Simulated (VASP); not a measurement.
Here is a VASP 6.6.1 calculation.

File POSCAR:

```
BaF2
1.0
    0.0000000000      3.1383305200      3.1383305200
    3.1383305200      0.0000000000      3.1383305200
    3.1383305200      3.1383305200      0.0000000000
Ba F
1 2
Direct
    0.0000000000      0.0000000000      0.0000000000
    0.2500000000      0.2500000000      0.2500000000
    0.7500000000      0.7500000000      0.7500000000
```

The input INCAR.step1:

```
PREC     = Accurate       # precision mode
ENCUT    = 580            # plane-wave cutoff, eV
ISMEAR   = -1             # smearing method
SIGMA    = 0.02           # smearing width, eV
LREAL    = F              # projectors in reciprocal space
LASPH    = T              # aspherical terms in the spheres
NELM     = 120            # most SCF steps
GGA      = PE             # functional
ALGO     = Normal         # electronic algorithm
EDIFF    = 1E-5           # SCF threshold, eV
LWAVE    = T              # write WAVECAR
LCHARG   = F              # write CHGCAR
GGA_COMPAT= F            
IBRION   = 2              # ionic algorithm
EDIFFG   = -0.01          # ionic threshold
NELMIN   = 4            
NSW      = 100            # ionic steps
```

INCAR.step2

```
PREC     = Accurate       # precision mode
ENCUT    = 580            # plane-wave cutoff, eV
EDIFF    = 1E-7           # SCF threshold, eV
ISMEAR   = -1             # smearing method
SIGMA    = 0.02           # smearing width, eV
LREAL    = F              # projectors in reciprocal space
LASPH    = T              # aspherical terms in the spheres
NELM     = 120            # most SCF steps
ALGO     = Normal         # electronic algorithm
ISIF     = 2              # what is computed and relaxed
LWAVE    = F              # write WAVECAR
LCHARG   = F              # write CHGCAR
METAGGA  = R2SCAN         # meta-GGA
LMIXTAU  = T            
IBRION   = 2              # ionic algorithm
NSW      = 50             # ionic steps
EDIFFG   = -0.01          # ionic threshold
ISTART   = 1            
GGA_COMPAT= F            
NELMIN   = 4
```

KPOINTS

```
Automatic mesh
0
Gamma
  8 8 8
```

Potentials or basis: VASP PAW PBE potentials, release 64 (Ba_sv, F).

Launch:

```sh
$ cat potpaw_PBE.64/Ba_sv/POTCAR potpaw_PBE.64/F/POTCAR > POTCAR
$ cp INCAR.step1 INCAR
$ mpirun -np 1 vasp_std > vasp.out
$ cp INCAR.step2 INCAR
$ mpirun -np 1 vasp_std > vasp.out
```

Task: What does it give for the band gap on the k mesh?

Result: 7.18 eV (least direct gap 7.24 eV).

Final structure:
```xyz
3
Lattice="0.0000 3.1383 3.1383 3.1383 0.0000 3.1383 3.1383 3.1383 0.0000" Properties=species:S:1:pos:R:3 pbc="T T T"
Ba    0.0000    0.0000    0.0000
F     1.5692    1.5692    1.5692
F     4.7075    4.7075    4.7075
```

Caveat: the relaxation stopped at its first step, so nothing moved; spin-orbit coupling is left out, which moves the levels of the heavy elements. A k mesh can miss the band edges.
